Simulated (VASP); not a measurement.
# La2Ga4Cu (I4/mmm) in VASP: notebook

La2Ga4Cu is run at these levels: PBEsol; tasks: single point, relaxation of cell and atoms.

Everything below comes from runs of VASP 6.6.1. Logs are shortened: lines on timing, memory, paths and dates and some standing lists are left out, and cuts for length are marked.

## Step 1: The cell of the first run

It takes space group I4/mmm (No. 139, tetragonal). The conventional cell has a = 4.589 Å, b = 4.589 Å, c = 16.401 Å, α = 90.00°, β = 90.00°, γ = 90.00°. Within 4.0 Å of La (site symmetry 4mm) lie 8 Ga at 3.03 to 3.12 Å and 4 Cu at 3.87 Å. Cu (site symmetry 4/mmm) has 4 Ga at 2.29 Å within 3.0 Å. Within 3.0 Å of Ga (site symmetry mmm) lie 2 Cu at 2.29 Å. Within 4.2 Å of Ga (site symmetry -4m2) lie 4 La at 3.03 Å and 6 Ga at 3.24 to 4.10 Å.

## Step 2: Single point, PBEsol

The input, INCAR:

```
ALGO = Normal
EDIFF = 1E-6
ENCUT = 520
GGA = PS
ISIF = 2
ISMEAR = -1
LASPH = T
LCHARG = F
LREAL = F
LWAVE = F
NBANDS = 52
NELM = 80
PREC = Accurate
SIGMA = 0.1
```

The input, KPOINTS:

```
k-points
0
Gamma
  4 4 4
```

The input, POSCAR:

```
La2Ga4Cu
1.0
    0.0000000000      4.5890320138      0.0000000000
    4.5890320138      0.0000000000      0.0000000000
    2.2945160069      2.2945160069     -8.2002579467
La Cu Ga
2 1 4
Direct
    0.3709069837      0.3709069837      0.2581860325
    0.6290930163      0.6290930163      0.7418139675
    0.0000000000      0.0000000000      0.0000000000
    0.5000000000      0.0000000000      0.0000000000
    0.0000000000      0.5000000000      0.0000000000
    0.7500000000      0.2500000000      0.5000000000
    0.2500000000      0.7500000000      0.5000000000
```

Potentials or basis: VASP PAW PBE potentials, release 64 (La, Cu, Ga_d).

The run is started by

```bash
$ cat potpaw_PBE.64/La/POTCAR potpaw_PBE.64/Cu/POTCAR potpaw_PBE.64/Ga_d/POTCAR > POTCAR
$ mpirun -np 1 vasp_std > vasp.out
```

OUTCAR:

```text
EDIFF = 1E-6
   ENCUT = 520
   GGA = PS
   ISIF = 2
   ISMEAR = -1
   LASPH = T
   LREAL = F
   NELM = 80
   PREC = Accurate

 ion  position               nearest neighbor table
   1  0.371  0.371  0.258-   7 3.03   6 3.03   6 3.03   7 3.03   4 3.12   5 3.12   5 3.12   4 3.12

   2  0.629  0.629  0.742-   7 3.03   6 3.03   6 3.03   7 3.03   4 3.12   5 3.12   4 3.12   5 3.12

   3  0.000  0.000  0.000-   4 2.29   5 2.29   5 2.29   4 2.29
   4  0.500  0.000  0.000-   3 2.29   3 2.29   1 3.12   2 3.12   1 3.12   2 3.12
   5  0.000  0.500  0.000-   3 2.29   3 2.29   1 3.12   2 3.12   2 3.12   1 3.12
   6  0.750  0.250  0.500-   1 3.03   2 3.03   2 3.03   1 3.03
   7  0.250  0.750  0.500-   1 3.03   2 3.03   2 3.03   1 3.03

  LATTYP: Found a body centered tetragonal cell.
 ALAT       =     4.5890320138
 C/A-ratio  =     3.5738508348

  Lattice vectors:

 A1 = (  -2.2945160069,   2.2945160069,   8.2002579467)
 A2 = (   2.2945160069,  -2.2945160069,   8.2002579467)
 A3 = (   2.2945160069,   2.2945160069,  -8.2002579467)

Analysis of symmetry for initial positions (statically):
=====================================================================
 Subroutine PRICEL returns:
 Original cell was already a primitive cell.

 Routine SETGRP: Setting up the symmetry group for a
 body centered tetragonal supercell.

 Subroutine GETGRP returns: Found 16 space group operations
 (whereof 16 operations were pure point group operations)
 out of a pool of 16 trial point group operations.

The static configuration has the point symmetry D_4h.

Analysis of symmetry for dynamics (positions and initial velocities):
=====================================================================
 Subroutine PRICEL returns:
 Original cell was already a primitive cell.

 Routine SETGRP: Setting up the symmetry group for a
 body centered tetragonal supercell.

 Subroutine GETGRP returns: Found 16 space group operations
 (whereof 16 operations were pure point group operations)
 out of a pool of 16 trial point group operations.

The dynamic configuration has the point symmetry D_4h.

 Subroutine INISYM returns: Found 16 space group operations
 (whereof 16 operations are pure point group operations),
 and found     1 'primitive' translations

----------------------------------------------------------------------------------------

                                     Primitive cell

  volume of cell :     172.6910

  direct lattice vectors                    reciprocal lattice vectors
     0.000000000  4.589032014  0.000000000     0.000000000  0.217910879  0.060973692
     4.589032014  0.000000000  0.000000000     0.217910879  0.000000000  0.060973692
     2.294516007  2.294516007 -8.200257947     0.000000000  0.000000000 -0.121947383

  length of vectors
     4.589032014  4.589032014  8.818947659     0.226280671  0.226280671  0.121947383

  position of ions in fractional coordinates (direct lattice)
     0.370906984  0.370906984  0.258186032
     0.629093016  0.629093016  0.741813968
     0.000000000  0.000000000  0.000000000
     0.500000000  0.000000000  0.000000000
     0.000000000  0.500000000  0.000000000
     0.750000000  0.250000000  0.500000000
     0.250000000  0.750000000  0.500000000

  ion indices of the primitive-cell ions
   primitive index   ion index
                 1           1
                 2           2
                 3           3
                 4           4
                 5           5
                 6           6
                 7           7

----------------------------------------------------------------------------------------

 KPOINTS: k-points

Automatic generation of k-mesh.
 Grid dimensions read from file:
 generate k-points for:    4    4    4

 Generating k-lattice:

  Cartesian coordinates                     Fractional coordinates (reciprocal lattice)
     0.000000000  0.054477720  0.015243423     0.250000000  0.000000000  0.000000000
     0.054477720  0.000000000  0.015243423     0.000000000  0.250000000  0.000000000
     0.000000000  0.000000000 -0.030486846     0.000000000  0.000000000  0.250000000

  Length of vectors
     0.056570168  0.056570168  0.030486846

  Shift w.r.t. Gamma in fractional coordinates (k-lattice)
     0.000000000  0.000000000  0.000000000

 Subroutine IBZKPT returns following result:
 ===========================================

 Found     13 irreducible k-points:

 Following reciprocal coordinates:
            Coordinates               Weight
  0.000000  0.000000  0.000000      1.000000
  0.250000  0.000000  0.000000      8.000000
  0.500000  0.000000  0.000000      4.000000
  0.250000  0.250000  0.000000      8.000000
  0.500000  0.250000 -0.000000     16.000000
 -0.250000  0.250000  0.000000      4.000000
  0.500000  0.500000  0.000000      2.000000
  0.000000  0.000000  0.250000      2.000000
  0.500000  0.000000  0.250000      4.000000
 -0.250000  0.000000  0.250000      8.000000
  0.500000  0.500000  0.250000      2.000000
 -0.250000 -0.250000  0.250000      4.000000
  0.000000  0.000000  0.500000      1.000000
   k-points           NKPTS =     13   k-points in BZ     NKDIM =     13   number of bands    NBANDS=     52
   number of dos      NEDOS =    301   number of ions     NIONS =      7
   total plane-waves  NPLWV =  90720
   dimension x,y,z NGX =    36 NGY =   36 NGZ =   70
   dimension x,y,z NGXF=    72 NGYF=   72 NGZF=  140
   ions per type =               2   1   4
   NGX,Y,Z   is equivalent  to a cutoff of  13.04, 13.04, 13.20 a.u.
   NGXF,Y,Z  is equivalent  to a cutoff of  26.08, 26.08, 26.39 a.u.
 SYSTEM =  unknown system
   PREC   = accura    normal or accurate (medium, high low for compatibility)
   ISTART =      0    job   : 0-new  1-cont  2-samecut
   ICHARG =      2    charge: 1-file 2-atom 10-const
   ISPIN  =      1    spin polarized calculation?
   LNONCOLLINEAR =      F non collinear calculations
   LSORBIT =      F    spin-orbit coupling
   LASPH  =      T    aspherical Exc in radial PAW
   ENCUT  =  520.0 eV  38.22 Ry    6.18 a.u.   8.53  8.53 16.40*2*pi/ulx,y,z
   NELM   =     80;   NELMIN=  2; NELMDL= -5     # of ELM steps
   EDIFF  = 0.1E-05   stopping-criterion for ELM
   LREAL  =      F    real-space projection
   EDIFFG = 0.1E-04   stopping-criterion for IOM
   NSW    =      0    number of steps for IOM
   IBRION =     -1    ionic relax: 0-MD 1-quasi-New 2-CG
   NFREE  =      0    steps in history (QN), initial steepest desc. (CG)
   ISIF   =      2    stress and relaxation
   ISYM   =      2    0-nonsym 1-usesym 2-fastsym
   POTIM  = 0.5000    time-step for ionic-motion
   TEBEG  =    0.0;   TEEND  =   0.0 temperature during run
   PSTRESS=    0.0 pullay stress
   NELECT =      85.0000    total number of electrons
   NUPDOWN=      -1.0000    fix difference up-down
   EMIN   =  10.00;   EMAX   =-10.00  energy-range for DOS
   EFERMI =   0.00;   METHOD = LEGACY
   ISMEAR =    -1;   SIGMA  =   0.10  broadening in eV -4-tet -1-fermi 0-gaus
   EFERMI_NEDOS =   21; number of points for ismear=-14 and -15
   IALGO  =     38    algorithm
   IMIX   =      4    mixing-type and parameters
     AMIX     =   0.40;   BMIX     =  1.00
     AMIX_MAG =   1.60;   BMIX_MAG =  1.00
  volume/ion in A,a.u.               =      24.67       166.48
  Fermi-wavevector in a.u.,A,eV,Ry     =   1.292581  2.442625 22.732161  1.670767
  Thomas-Fermi vector in A             =   2.424280
   LORBIT       =      0    0 simple, 1 ext, 2 COOP (PROOUT), +10 PAW based schemes
   GGA     = PS    functional components
   LHFCALC =     F    Hartree Fock is set to
   AEXX    =    0.0000 exact exchange contribution
   IVDW    =     0    specifies the selected vdW correction
   LEPSILON=     F    determine dielectric tensor
   LRPA    =     F    only Hartree local field effects (RPA)
 non-spin polarized calculation
  energy-cutoff  :      520.00
  volume of cell :      172.69
 maximum number of plane-waves:      4672
 NGX is ok and might be reduce to    36
   NGX = 17   NGY = 17   NGZ = 33

 number of electron      84.9999949 magnetization

 Free energy of the ion-electron system (eV)
  ---------------------------------------------------
  ext. energy  EPLUGINS =         0.00000000
  ---------------------------------------------------
  free energy    TOTEN  =       -29.15125928 eV

  energy without entropy =      -29.02282292  energy(sigma->0) =      -29.08704110

 E-fermi :   5.5528     XC(G=0): -10.1541

 val. band max:        5.4968274143   @ k =  -0.2500  -0.2500   0.2500
 cond. band min:       5.6647005583   @ k =   0.5000   0.0000   0.2500
 fundamental gap:      0.1678731441
 Fermi energy:         5.5527552476

 k-point     1 :       0.0000    0.0000    0.0000
  band No.  band energies     occupation
      1     -26.9353      2.00000
      2     -26.9219      2.00000
      3     -11.0579      2.00000
      4     -10.7711      2.00000
      5     -10.6993      2.00000
      6     -10.6993      2.00000
[... 44 lines left out ...]
     51       7.8202      0.00000
     52       7.8481      0.00000

 k-point     2 :       0.2500    0.0000    0.0000
  band No.  band energies     occupation
      1     -26.9312      2.00000
      2     -26.9198      2.00000
      3     -11.0173      2.00000
      4     -10.7958      2.00000
      5     -10.7715      2.00000
      6     -10.7504      2.00000
[... 44 lines left out ...]
     51       7.7295      0.00000
     52       7.7842      0.00000

 k-point     3 :       0.5000    0.0000    0.0000
  band No.  band energies     occupation
      1     -26.9269      2.00000
      2     -26.9179      2.00000
      3     -10.9755      2.00000
      4     -10.8628      2.00000
      5     -10.8048      2.00000
      6     -10.8035      2.00000
[... 44 lines left out ...]
     51       7.7391      0.00000
     52       7.8061      0.00000
[... 441 lines left out ...]
 k-point    12 :      -0.2500   -0.2500    0.2500
  band No.  band energies     occupation
      1     -26.9260      2.00000
      2     -26.9189      2.00000
      3     -10.9652      2.00000
      4     -10.8404      2.00000
      5     -10.7748      2.00000
      6     -10.7526      2.00000
[... 44 lines left out ...]
     51       7.7628      0.00000
     52       7.7898      0.00000

 k-point    13 :       0.0000    0.0000    0.5000
  band No.  band energies     occupation
      1     -26.9316      2.00000
      2     -26.9256      2.00000
      3     -10.9956      2.00000
      4     -10.8350      2.00000
      5     -10.7144      2.00000
      6     -10.7144      2.00000
[... 44 lines left out ...]
     51       7.6630      0.00000
     52       7.7951      0.00000

------------------------ aborting loop because EDIFF is reached ----------------------------------------

  FORCE on cell =-STRESS in cart. coord.  units (eV):
  Direction    XX          YY          ZZ          XY          YZ          ZX
  --------------------------------------------------------------------------------------
  -------------------------------------------------------------------------------------
  Total        0.0741358      0.0741358     -0.0426278      0.0000000      0.0000000      0.0000000
  in kB        0.6878110      0.6878110     -0.3954882      0.0000000      0.0000000      0.0000000
  external PRESSURE =       0.3267113 kB  Pullay stress =       0.0000000 kB

 VOLUME and BASIS-vectors are now :
 -----------------------------------------------------------------------------
  energy-cutoff  :      520.00
  volume of cell :      172.69
      direct lattice vectors                 reciprocal lattice vectors
     0.000000000  4.589032014  0.000000000     0.000000000  0.217910879  0.060973692
     4.589032014  0.000000000  0.000000000     0.217910879  0.000000000  0.060973692
     2.294516007  2.294516007 -8.200257947     0.000000000  0.000000000 -0.121947383

 POSITION                                       TOTAL-FORCE (eV/Angst)
 -----------------------------------------------------------------------------------
      2.29452      2.29452     -2.11719        -0.000000     -0.000000      0.004587
      4.58903      4.58903     -6.08307         0.000000      0.000000     -0.004587
      0.00000      0.00000      0.00000         0.000000     -0.000000      0.000000
      0.00000      2.29452      0.00000         0.000000     -0.000000      0.000000
      2.29452      0.00000      0.00000         0.000000     -0.000000      0.000000
      2.29452      4.58903     -4.10013         0.000000      0.000000     -0.000000
      4.58903      2.29452     -4.10013        -0.000000     -0.000000      0.000000
 -----------------------------------------------------------------------------------
    total drift:                               -0.000000      0.000000      0.000000

  FREE ENERGIE OF THE ION-ELECTRON SYSTEM (eV)
  ---------------------------------------------------
  free  energy   TOTEN  =       -29.1512592770 eV

  energy  without entropy=      -29.0228229160  energy(sigma->0) =      -29.08704110
```

Run time: 1.8 min. Hardware: 1 thread of AMD EPYC 9R45 (Zen 5), shared host; peak memory 0.32 GiB.

What came out:

| Item | Value |
| --- | --- |
| Free energy | -29.1513 eV |
| Pressure | 0.0 GPa |
| Largest force | 0.005 eV/Å |
| Band gap on the k mesh | zero (an odd number of electrons rules out a gap without spin polarisation) |

Forces on the atoms (eV/Å):
```
La   0.000  0.000  0.005
La   0.000  0.000 -0.005
Cu   0.000  0.000  0.000
Ga   0.000  0.000  0.000
Ga   0.000  0.000  0.000
Ga   0.000  0.000  0.000
Ga   0.000  0.000  0.000
```

Caveat: the PAW data sets were made with another functional, which shifts forces and pressure a little; spin-orbit coupling is left out, which moves the levels of the heavy elements.

[end of part 1 of 2]
